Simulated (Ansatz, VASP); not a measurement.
**Se: VASP beside Ansatz**

```xyz
3
Lattice="4.5204 0.0000 0.0000 -2.2602 3.9148 0.0000 0.0000 0.0000 5.0453" Properties=species:S:1:pos:R:3 pbc="T T T"
Se    0.9896    0.0000    1.6818
Se    4.0256    0.8570    3.3635
Se    1.7654    3.0577    0.0000
```

Alike in both runs: task single point; functional PBE; k mesh 8 × 8 × 6; no spin polarisation.

```csv
,VASP,Ansatz
version,VASP 6.6.1,Ansatz 0.2.0
potentials or method,"VASP PAW PBE potentials, release 64 (Se), cutoff 520 eV","plane waves (420 eV) with PAW, scalar-relativistic"
occupations,"methfessel-paxton of order 1, width 0.03 eV","cold, width 0.03 eV"
valence electrons in the cell,18,48
```

Ansatz gave:

- pressure (GPa): 0.0

Task: Which values does VASP return?

Result: Pressure (GPa): 0.1.

VASP's potentials hold 18 valence electrons a cell and Ansatz's 48, so a difference there can come from the potentials and not from the codes.
